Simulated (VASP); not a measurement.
NbCd3: single point with PBE

NbCd3:

```
Cd Nb
1.0
     4.22427    0.00000    0.00000
     0.00000    4.22427    0.00000
     0.00000    0.00000    4.22427
Cd Nb
3 1
Direct
  0.00000 0.50000 0.50000
  0.50000 0.00000 0.50000
  0.50000 0.50000 0.00000
  0.00000 0.00000 0.00000
```

| Quantity | Value |
| --- | --- |
| Program | VASP 6.6.1 |
| Task | single point |
| Functional | PBE |
| Potentials or basis | VASP PAW PBE potentials, release 64 (Cd, Nb_sv) |
| Cutoff | 520 eV |
| k mesh | 8 × 8 × 8 |
| Occupations | fermi-dirac, width 0.1 eV |
| Spin | no spin polarisation |

* Pressure: 6.9 GPa
* Band gap on the k mesh: zero (an odd number of electrons rules out a gap without spin polarisation)

Levels at points of the mesh, in eV from the Fermi level:
```
           k point  band 21  band 22  band 23  band 24  band 25  band 26  band 27  band 28  band 29  band 30
(0.00, 0.00, 0.00)    -0.94    -0.94     0.22     0.22     0.22     1.26     1.26     1.26     5.51     5.91
(0.50, 0.00, 0.00)    -5.91    -0.90    -0.90    -0.81     1.05     1.17     3.27     4.24     4.24     5.37
(0.50, 0.50, 0.00)    -3.18    -3.18    -3.17    -0.33    -0.33     1.15     1.83     2.17     5.62     6.48
(0.50, 0.50, 0.50)    -2.41    -2.41    -2.36    -1.20    -1.20    -1.20     1.53     1.53     3.73     4.28
```

Run time: 75 s on 1 thread of Intel Xeon 8259CL, on a shared host, peak memory 0.22 GiB.

Caveat: the cell stands under pressure.
